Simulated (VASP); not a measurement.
Crystal: HfOs3.

```xyz
4
Lattice="3.9736 0.0000 0.0000 0.0000 3.9736 0.0000 0.0000 0.0000 3.9736" Properties=species:S:1:pos:R:3 pbc="T T T"
Hf    0.0000    0.0000    0.0000
Os    1.9868    1.9868    0.0000
Os    1.9868    0.0000    1.9868
Os    0.0000    1.9868    1.9868
```

Base run:

- Program: VASP 6.6.1
- Functional: PBE
- Potentials or basis: VASP PAW PBE potentials, release 64 (Hf_pv, Os)
- Cutoff: 520 eV
- k mesh: 5 × 5 × 5
- Occupations: fermi-dirac, width 0.1 eV
- Spin: no spin polarisation

Its results: band gap on the k mesh zero (bands 17 and 18 overlap by 3.24 eV); pressure 0.1 GPa.

Problem. The run is repeated on the same cell with these changes: functional from PBE to BLYP. What comes out?

Solution. Band gap on the k mesh zero (bands 17 and 18 overlap by 3.26 eV); pressure 14.0 GPa.

BLYP binds less tightly than PBE, so the same cell stands under more pressure.

Caveats: spin-orbit coupling is left out, which moves the levels of the heavy elements; the cell stands under pressure (at least some runs); the PAW data sets were made with another functional, which shifts forces and pressure a little (at least some runs).
